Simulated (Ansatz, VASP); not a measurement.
## Two plane-wave programs on Ge32H20CO

```
CELL_PARAMETERS angstrom
8.00162 8.00162 0.00000
-8.00162 8.00162 0.00000
0.00000 0.00000 20.91290
ATOMIC_POSITIONS crystal
Ge 0.68895 0.31084 0.34171
Ge 0.81163 0.68122 0.34307
Ge 0.04723 0.95237 0.36104
Ge 0.31841 0.18795 0.34306
Ge 0.96940 0.53231 0.38332
Ge 0.20457 0.79539 0.35707
Ge 0.46747 0.03033 0.38333
Ge 0.53597 0.46359 0.38258
Ge 0.87993 0.38607 0.30370
Ge 0.87958 0.87175 0.29995
Ge 0.12775 0.12026 0.30009
Ge 0.38655 0.38038 0.30340
Ge 0.11444 0.62241 0.30357
Ge 0.37737 0.88556 0.30344
Ge 0.61389 0.11977 0.30378
Ge 0.61912 0.61324 0.30351
Ge 0.99881 0.25138 0.23465
Ge 0.00249 0.74674 0.22847
Ge 0.25308 0.99770 0.22847
Ge 0.50039 0.24900 0.22902
Ge 0.24893 0.50074 0.23585
Ge 0.49918 0.75109 0.23583
Ge 0.74866 0.00110 0.23465
Ge 0.75090 0.49978 0.22902
Ge 0.87500 0.12500 0.16446
Ge 0.87500 0.62500 0.16446
Ge 0.12500 0.87500 0.16446
Ge 0.37500 0.12500 0.16446
Ge 0.12500 0.37500 0.16446
Ge 0.37500 0.62500 0.16446
Ge 0.62500 0.87500 0.16446
Ge 0.62500 0.37500 0.16446
H 0.95102 0.04898 0.11954
H 0.79898 0.20102 0.11954
H 0.95102 0.54898 0.11954
H 0.79898 0.70102 0.11954
H 0.20102 0.79898 0.11954
H 0.04898 0.95102 0.11954
H 0.45102 0.04898 0.11954
H 0.29898 0.20102 0.11954
H 0.20102 0.29898 0.11954
H 0.04898 0.45102 0.11954
H 0.45102 0.54898 0.11954
H 0.29898 0.70102 0.11954
H 0.70102 0.79898 0.11954
H 0.54898 0.95102 0.11954
H 0.70102 0.29898 0.11954
H 0.54898 0.45102 0.11954
H 0.01111 0.98864 0.42993
H 0.41018 0.70362 0.42889
H 0.29904 0.59110 0.42991
H 0.33797 0.66603 0.50212
O 0.23613 0.76474 0.44129
C 0.32467 0.67757 0.45043
```

Alike in both runs: task single point; functional PBE; dispersion D3(BJ); k mesh 1 × 1 × 1; occupations gaussian, width 0.03 eV; no spin polarisation.

|  | VASP | Ansatz |
| --- | --- | --- |
| version | VASP 6.6.1 | Ansatz 0.2.0 |
| potentials or method | VASP PAW PBE potentials, release 64 (Ge_d, H, O, C), cutoff 520 eV | scalar-relativistic, plane waves, PAW |
| valence electrons in the cell | 478 | 478 |

```tsv
	VASP	Ansatz	Ansatz less VASP
rms of the force components (eV/Å)	0.124	0.122	-0.0022
```
